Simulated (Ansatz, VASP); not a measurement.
BAs: VASP beside Ansatz

```
B As
1.0
     2.12755    0.00000    0.00000
     0.00000    3.17406    0.00000
     0.00000    0.00000    4.95098
B As
1 1
Cartesian
  0.0000 1.5870 0.0000
  1.0638 1.5870 2.4755
```

Alike in both runs: task relaxation of cell and atoms; functional RPBE; dispersion D4; k mesh 12 × 8 × 6; occupations fermi-dirac, width 0.05 eV; no spin polarisation.

|  | VASP | Ansatz |
| --- | --- | --- |
| version | VASP 6.6.1 | Ansatz 0.2.0 |
| potentials or method | VASP PAW PBE potentials, release 64 (B, As_d) | Ansatz PAW |
| plane-wave cutoff (eV) | 560 | 420 |
| valence electrons in the cell | 18 | 18 |

Ansatz gave:

```
gap on the k mesh at the Fermi level, each at its own relaxed structure (eV)  : none
relaxed volume (Å³/atom)                                                      : 13.93
relaxed length of the cell vector where the two differ most in proportion (Å) : 4.274
```

Task: Which values does VASP return?

Result: gap on the k mesh at the Fermi level, each at its own relaxed structure (eV): none; relaxed volume (Å³/atom): 12.28; relaxed length of the cell vector where the two differ most in proportion (Å): 3.125.

VASP's potentials were made for PBE, not for RPBE. A gap of «none» marks a metal or a gap that the smearing closes. One of these differences is far larger than is usual between the two programs; its cause wasn't traced.

Noted on VASP's run: the volume moved by over 15 % at a fixed basis, so the end points are rough. Noted on Ansatz's run: the volume moved by over 15 % at a fixed basis, so the end points are rough; the plane-wave basis is chosen anew once the cell has moved, so the energies of steps on either side of that aren't comparable.
